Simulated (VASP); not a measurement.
# PtSe2: single point with PBEsol

The system is PtSe2.

```xyz
3
Lattice="3.7287 0.0000 0.0000 -1.8643 3.2291 0.0000 0.0000 0.0000 5.2772" Properties=species:S:1:pos:R:3 pbc="T T T"
Pt    0.0000    0.0000    0.0000
Se    0.0000    2.1527    1.2993
Se    1.8643    1.0764    3.9778
```

* Program: VASP 6.6.1
* Task: single point
* Functional: PBEsol
* Potentials or basis: VASP PAW PBE potentials, release 64 (Pt, Se)
* Cutoff: 500 eV
* k mesh: 8 × 8 × 1
* Occupations: fermi-dirac, width 0.02 eV
* Spin: no spin polarisation

The pressure is -1.5 GPa. The largest force is 0.176 eV/Å. The band gap on the k mesh is zero (band 11 reaches 6.06 eV, above the bottom of band 12 at 5.93 eV).

Forces on the atoms (eV/Å):
```
Pt   0.000  0.000  0.000
Se   0.000  0.000  0.176
Se   0.000  0.000 -0.176
```

Stress tensor (GPa, compression positive):
```
-1.72  0.00  0.00
 0.00 -1.72  0.00
 0.00  0.00 -0.93
```

Levels at points of the mesh, in eV from the Fermi level:
```
           k point  band 8  band 9  band 10  band 11  band 12  band 13  band 14  band 15
(0.00, 0.00, 0.00)   -2.66   -1.03    -1.03     0.16     1.48     1.48     3.70     3.85
(0.50, 0.00, 0.00)   -3.49   -3.41    -3.32    -3.02     0.61     2.12     4.51     5.55
```

It took 8.2 s on 1 thread of Intel(R) Xeon(R) Platinum 8488C (Sapphire Rapids), on a shared host, peak memory 0.17 GiB.

Caveat: the k points lie up to 1.19 Å⁻¹ apart; the PAW data sets were made with another functional, which shifts forces and pressure a little; spin-orbit coupling is left out, which moves the levels of the heavy elements.
